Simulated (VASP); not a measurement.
# CS2 (Cmce) in VASP: single point with RPBE

Aim: the single point of CS2 with RPBE.

Everything below comes from runs of VASP 6.6.1. Logs are shortened: lines on timing, memory, paths and dates and some standing lists are left out, and cuts for length are marked.

### Step 1. The cell of the first run

It takes space group Cmce (No. 64, orthorhombic). The conventional cell has a = 7.292 Å, b = 5.989 Å, c = 9.851 Å, α = 90.00°, β = 90.00°, γ = 90.00°. C (site symmetry 2/m) has 2 S at 1.56 Å within 2.1 Å. S (site symmetry m) has 1 C at 1.56 Å within 2.1 Å.

### Step 2. Single point, RPBE

Input file INCAR:

```
SYSTEM = CS2
  ALGO = Normal
  EDIFF = 1E-7
  ENCUT = 520
  GGA = RP
  ISIF = 2
  ISMEAR = 1
  LASPH = .True.
  LCHARG = .True.
  LELF = .True.
  LREAL = .False.
  LVHAR = .True.
  LWAVE = .False.
  NBANDS = 25
  NELM = 80
  PREC = Accurate
  SIGMA = 0.05
```

Input file KPOINTS:

```
k-points
0
Gamma
  4 4 2
  0 0 0
```

Input file POSCAR:

```
CS2
1.0
    3.6457880000     -2.9943140000      0.0000000000
    3.6457880000      2.9943140000      0.0000000000
    0.0000000000      0.0000000000      9.8512570000
C S
2 4
Direct
    0.0000000000      0.0000000000      0.0000000000
    0.5000000000      0.5000000000      0.5000000000
    0.8184790000      0.1815210000      0.1131330000
    0.6815210000      0.3184790000      0.6131330000
    0.3184790000      0.6815210000      0.3868670000
    0.1815210000      0.8184790000      0.8868670000
```

Potentials or basis: VASP PAW PBE potentials, release 64 (C, S).

Run with:

```sh
$ cat potpaw_PBE.64/C/POTCAR potpaw_PBE.64/S/POTCAR > POTCAR
$ mpirun -np 1 vasp_std > vasp.out
```

OUTCAR:

```text
SYSTEM = CS2
   EDIFF = 1E-7
   ENCUT = 520
   GGA = RP
   ISIF = 2
   ISMEAR = 1
   LASPH = .True.
   LREAL = .False.
   NELM = 80
   PREC = Accurate

 ion  position               nearest neighbor table
   1  0.000  0.000  0.000-   3 1.56   6 1.56
   2  0.500  0.500  0.500-   4 1.56   5 1.56
   3  0.818  0.182  0.113-   1 1.56
   4  0.682  0.318  0.613-   2 1.56
   5  0.318  0.682  0.387-   2 1.56
   6  0.182  0.818  0.887-   1 1.56

  LATTYP: Found a base centered orthorhombic cell.
 ALAT       =     5.9886280000
 B/A-ratio  =     1.2175703684
 C/A-ratio  =     1.6449939786

  Lattice vectors:

 A1 = (  -3.6457880000,  -2.9943140000,   0.0000000000)
 A2 = (   3.6457880000,  -2.9943140000,   0.0000000000)
 A3 = (   0.0000000000,   0.0000000000,   9.8512570000)

Analysis of symmetry for initial positions (statically):
=====================================================================
 Subroutine PRICEL returns:
 Original cell was already a primitive cell.

 Routine SETGRP: Setting up the symmetry group for a
 base centered orthorhombic supercell.

 Subroutine GETGRP returns: Found  8 space group operations
 (whereof  4 operations were pure point group operations)
 out of a pool of  8 trial point group operations.

The static configuration has the point symmetry C_2h.
 The point group associated with its full space group is D_2h.

Analysis of symmetry for dynamics (positions and initial velocities):
=====================================================================
 Subroutine PRICEL returns:
 Original cell was already a primitive cell.

 Routine SETGRP: Setting up the symmetry group for a
 base centered orthorhombic supercell.

 Subroutine GETGRP returns: Found  8 space group operations
 (whereof  4 operations were pure point group operations)
 out of a pool of  8 trial point group operations.

The dynamic configuration has the point symmetry C_2h.
 The point group associated with its full space group is D_2h.

 Subroutine INISYM returns: Found  8 space group operations
 (whereof  4 operations are pure point group operations),
 and found     1 'primitive' translations

----------------------------------------------------------------------------------------

                                     Primitive cell

  volume of cell :     215.0851

  direct lattice vectors                    reciprocal lattice vectors
     3.645788000 -2.994314000  0.000000000     0.137144562 -0.166983155  0.000000000
     3.645788000  2.994314000  0.000000000     0.137144562  0.166983155  0.000000000
     0.000000000  0.000000000  9.851257000     0.000000000  0.000000000  0.101509889

  length of vectors
     4.717805260  4.717805260  9.851257000     0.216083329  0.216083329  0.101509889

  position of ions in fractional coordinates (direct lattice)
     0.000000000  0.000000000  0.000000000
     0.500000000  0.500000000  0.500000000
     0.818479000  0.181521000  0.113133000
     0.681521000  0.318479000  0.613133000
     0.318479000  0.681521000  0.386867000
     0.181521000  0.818479000  0.886867000

  ion indices of the primitive-cell ions
   primitive index   ion index
                 1           1
                 2           2
                 3           3
                 4           4
                 5           5
                 6           6

----------------------------------------------------------------------------------------

 KPOINTS: k-points

Automatic generation of k-mesh.
 Grid dimensions read from file:
 generate k-points for:    4    4    2

 Generating k-lattice:

  Cartesian coordinates                     Fractional coordinates (reciprocal lattice)
     0.034286141 -0.041745789  0.000000000     0.250000000  0.000000000  0.000000000
     0.034286141  0.041745789  0.000000000     0.000000000  0.250000000  0.000000000
     0.000000000  0.000000000  0.050754944     0.000000000  0.000000000  0.500000000

  Length of vectors
     0.054020832  0.054020832  0.050754944

  Shift w.r.t. Gamma in fractional coordinates (k-lattice)
     0.000000000  0.000000000  0.000000000

 Subroutine IBZKPT returns following result:
 ===========================================

 Found     14 irreducible k-points:

 Following reciprocal coordinates:
            Coordinates               Weight
  0.000000  0.000000  0.000000      1.000000
  0.250000  0.000000  0.000000      4.000000
  0.500000  0.000000  0.000000      2.000000
  0.250000  0.250000  0.000000      2.000000
  0.500000  0.250000  0.000000      4.000000
 -0.250000  0.250000  0.000000      2.000000
  0.500000  0.500000  0.000000      1.000000
  0.000000  0.000000  0.500000      1.000000
  0.250000  0.000000  0.500000      4.000000
  0.500000  0.000000  0.500000      2.000000
  0.250000  0.250000  0.500000      2.000000
  0.500000  0.250000  0.500000      4.000000
 -0.250000  0.250000  0.500000      2.000000
  0.500000  0.500000  0.500000      1.000000
   k-points           NKPTS =     14   k-points in BZ     NKDIM =     14   number of bands    NBANDS=     25
   number of dos      NEDOS =    301   number of ions     NIONS =      6
   total plane-waves  NPLWV = 103680
   dimension x,y,z NGX =    36 NGY =   36 NGZ =   80
   dimension x,y,z NGXF=    72 NGYF=   72 NGZF=  160
   ions per type =               2   4
   NGX,Y,Z   is equivalent  to a cutoff of  12.69, 12.69, 13.50 a.u.
   NGXF,Y,Z  is equivalent  to a cutoff of  25.37, 25.37, 27.00 a.u.
 SYSTEM =  CS2
   PREC   = accura    normal or accurate (medium, high low for compatibility)
   ISTART =      0    job   : 0-new  1-cont  2-samecut
   ICHARG =      2    charge: 1-file 2-atom 10-const
   ISPIN  =      1    spin polarized calculation?
   LNONCOLLINEAR =      F non collinear calculations
   LSORBIT =      F    spin-orbit coupling
   LASPH  =      T    aspherical Exc in radial PAW
   ENCUT  =  520.0 eV  38.22 Ry    6.18 a.u.   8.77  8.77 18.32*2*pi/ulx,y,z
   NELM   =     80;   NELMIN=  2; NELMDL= -5     # of ELM steps
   EDIFF  = 0.1E-06   stopping-criterion for ELM
   LREAL  =      F    real-space projection
   EDIFFG = 0.1E-05   stopping-criterion for IOM
   NSW    =      0    number of steps for IOM
   IBRION =     -1    ionic relax: 0-MD 1-quasi-New 2-CG
   NFREE  =      0    steps in history (QN), initial steepest desc. (CG)
   ISIF   =      2    stress and relaxation
   ISYM   =      2    0-nonsym 1-usesym 2-fastsym
   POTIM  = 0.5000    time-step for ionic-motion
   TEBEG  =    0.0;   TEEND  =   0.0 temperature during run
   PSTRESS=    0.0 pullay stress
   NELECT =      32.0000    total number of electrons
   NUPDOWN=      -1.0000    fix difference up-down
   EMIN   =  10.00;   EMAX   =-10.00  energy-range for DOS
   EFERMI =   0.00;   METHOD = LEGACY
   ISMEAR =     1;   SIGMA  =   0.05  broadening in eV -4-tet -1-fermi 0-gaus
   EFERMI_NEDOS =   21; number of points for ismear=-14 and -15
   IALGO  =     38    algorithm
   IMIX   =      4    mixing-type and parameters
     AMIX     =   0.40;   BMIX     =  1.00
     AMIX_MAG =   1.60;   BMIX_MAG =  1.00
  volume/ion in A,a.u.               =      35.85       241.91
  Fermi-wavevector in a.u.,A,eV,Ry     =   0.867470  1.639281 10.238452  0.752505
  Thomas-Fermi vector in A             =   1.986009
   LORBIT       =      0    0 simple, 1 ext, 2 COOP (PROOUT), +10 PAW based schemes
   GGA     = RP    functional components
   LHFCALC =     F    Hartree Fock is set to
   AEXX    =    0.0000 exact exchange contribution
   IVDW    =     0    specifies the selected vdW correction
   LEPSILON=     F    determine dielectric tensor
   LRPA    =     F    only Hartree local field effects (RPA)
 non-spin polarized calculation
 Methfessel and Paxton  Order N= 1 SIGMA  =   0.05
  energy-cutoff  :      520.00
  volume of cell :      215.09
 maximum number of plane-waves:      5818
   NGX = 17   NGY = 17   NGZ = 37

 number of electron      31.9999998 magnetization

 Free energy of the ion-electron system (eV)
  ---------------------------------------------------
  ext. energy  EPLUGINS =         0.00000000
  ---------------------------------------------------
  free energy    TOTEN  =       -32.24318002 eV

  energy without entropy =      -32.24331620  energy(sigma->0) =      -32.24322541

 E-fermi :  -2.0508     XC(G=0):  -5.9523

 val. band max:       -2.0913044140   @ k =   0.5000   0.5000   0.0000
 cond. band min:       1.3884711393   @ k =   0.5000   0.5000   0.0000
 fundamental gap:      3.4797755532
 Fermi energy:        -2.0508110205

 k-point     1 :       0.0000    0.0000    0.0000
  band No.  band energies     occupation
      1     -16.9632      2.00000
      2     -16.9255      2.00000
      3     -14.7495      2.00000
      4     -14.6822      2.00000
      5      -8.4059      2.00000
      6      -8.1723      2.00000
[... 17 lines left out ...]
     24       5.5558      0.00000
     25       5.8844      0.00000

 k-point     2 :       0.2500    0.0000    0.0000
  band No.  band energies     occupation
      1     -16.9415      2.00000
      2     -16.9147      2.00000
      3     -14.7478      2.00000
      4     -14.7007      2.00000
      5      -8.3693      2.00000
      6      -8.1955      2.00000
[... 17 lines left out ...]
     24       5.4417      0.00000
     25       6.3256      0.00000

 k-point     3 :       0.5000    0.0000    0.0000
  band No.  band energies     occupation
      1     -16.9116      2.00000
      2     -16.9116      2.00000
      3     -14.7331      2.00000
      4     -14.7331      2.00000
      5      -8.2742      2.00000
      6      -8.2742      2.00000
[... 272 lines left out ...]
 k-point    13 :      -0.2500    0.2500    0.5000
  band No.  band energies     occupation
      1     -16.9118      2.00000
      2     -16.9118      2.00000
      3     -14.7327      2.00000
      4     -14.7327      2.00000
      5      -8.2713      2.00000
      6      -8.2713      2.00000
[... 17 lines left out ...]
     24       5.8638      0.00000
     25       6.5398      0.00000

 k-point    14 :       0.5000    0.5000    0.5000
  band No.  band energies     occupation
      1     -16.8905      2.00000
      2     -16.8905      2.00000
      3     -14.7268      2.00000
      4     -14.7268      2.00000
      5      -8.3074      2.00000
      6      -8.3074      2.00000
[... 17 lines left out ...]
     24       5.3232      0.00000
     25       6.7121      0.00000

------------------------ aborting loop because EDIFF is reached ----------------------------------------

  FORCE on cell =-STRESS in cart. coord.  units (eV):
  Direction    XX          YY          ZZ          XY          YZ          ZX
  --------------------------------------------------------------------------------------
  -------------------------------------------------------------------------------------
  Total        0.6957970      1.2937132      1.3102194      0.0000000     -0.0000000      0.0000000
  in kB        5.1830185      9.6369189      9.7598740      0.0000000     -0.0000000      0.0000000
  external PRESSURE =       8.1932705 kB  Pullay stress =       0.0000000 kB

 VOLUME and BASIS-vectors are now :
 -----------------------------------------------------------------------------
  energy-cutoff  :      520.00
  volume of cell :      215.09
      direct lattice vectors                 reciprocal lattice vectors
     3.645788000 -2.994314000  0.000000000     0.137144562 -0.166983155  0.000000000
     3.645788000  2.994314000  0.000000000     0.137144562  0.166983155  0.000000000
     0.000000000  0.000000000  9.851257000     0.000000000  0.000000000  0.101509889

 POSITION                                       TOTAL-FORCE (eV/Angst)
 -----------------------------------------------------------------------------------
      0.00000      0.00000      0.00000        -0.000000     -0.000000      0.000000
      3.64579      0.00000      4.92563         0.000000     -0.000000      0.000000
      3.64579     -1.90725      1.11450        -0.000000      0.131772      0.137058
      3.64579     -1.08706      6.04013        -0.000000     -0.131772      0.137058
      3.64579      1.08706      3.81113        -0.000000      0.131772     -0.137058
      3.64579      1.90725      8.73675        -0.000000     -0.131772     -0.137058
 -----------------------------------------------------------------------------------
    total drift:                                0.000000     -0.000000     -0.000000

  FREE ENERGIE OF THE ION-ELECTRON SYSTEM (eV)
  ---------------------------------------------------
  free  energy   TOTEN  =       -32.2431800172 eV

  energy  without entropy=      -32.2433162034  energy(sigma->0) =      -32.24322541
```

Wall time 62 s (1 thread of Intel Xeon Platinum 8259CL at 2.50GHz (Skylake/Cascade Lake), shared host); peak memory 0.33 GiB.

What came out:

```yaml
Free_energy: -32.2432 eV
Pressure: 0.8 GPa
Largest_force: 0.190 eV/Å
Band_gap_on_the_k_mesh: 3.48 eV, direct
```

Forces in eV/Å, atoms in the order of the input:
```
C    0.000  0.000  0.000
C    0.000  0.000  0.000
S    0.000  0.132  0.137
S    0.000 -0.132  0.137
S    0.000  0.132 -0.137
S    0.000 -0.132 -0.137
```

Caveat: the PAW data sets were made with another functional, which shifts forces and pressure a little. A k mesh can miss the band edges.
